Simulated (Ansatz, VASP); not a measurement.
BaTiO3 in VASP and in Ansatz

```xyz
5
Lattice="2.8087 1.6216 2.3022 -2.8087 1.6216 2.3022 0.0000 -3.2432 2.3022" Properties=species:S:1:pos:R:3 pbc="T T T"
Ba    0.0000    0.0000    0.0000
Ti    0.0000    0.0000    3.5500
O     0.0000   -1.5888    4.5231
O    -1.3760    0.7944    4.5231
O     1.3760    0.7944    4.5231
```

Change from the starting cell: volume scaled by 0.98.

Alike in both runs: task single point; functional LDA; k mesh 9 × 9 × 9; occupations fermi-dirac, width 0.05 eV; no spin polarisation.

```csv
,VASP,Ansatz
version,VASP 6.6.1,Ansatz 0.2.0
potentials or method,"VASP PAW LDA potentials, release 64 (Ba_sv, Ti_sv, O), cutoff 520 eV","all-electron LAPW, scalar-relativistic"
```

Ansatz gave:

* gap on the k mesh at the Fermi level (eV): 2.41
* pressure (GPa): -2.5
* traceless stress, the component that is largest in VASP (GPa): -0.24
* rms of the force components (eV/Å): 0.097

Task: Estimate VASP's values.

Result: gap on the k mesh at the Fermi level (eV): 2.35; pressure (GPa): -0.3; traceless stress, the component that is largest in VASP (GPa): -0.31; rms of the force components (eV/Å): 0.128.

LDA's correlation is that of Perdew and Zunger in VASP and of Perdew and Wang (1992) in Ansatz. Atom by atom the forces differ by 0.040 eV/Å (rms over components). Ansatz ran all-electron here, and VASP with PAW potentials.

Spin-orbit coupling is off throughout.
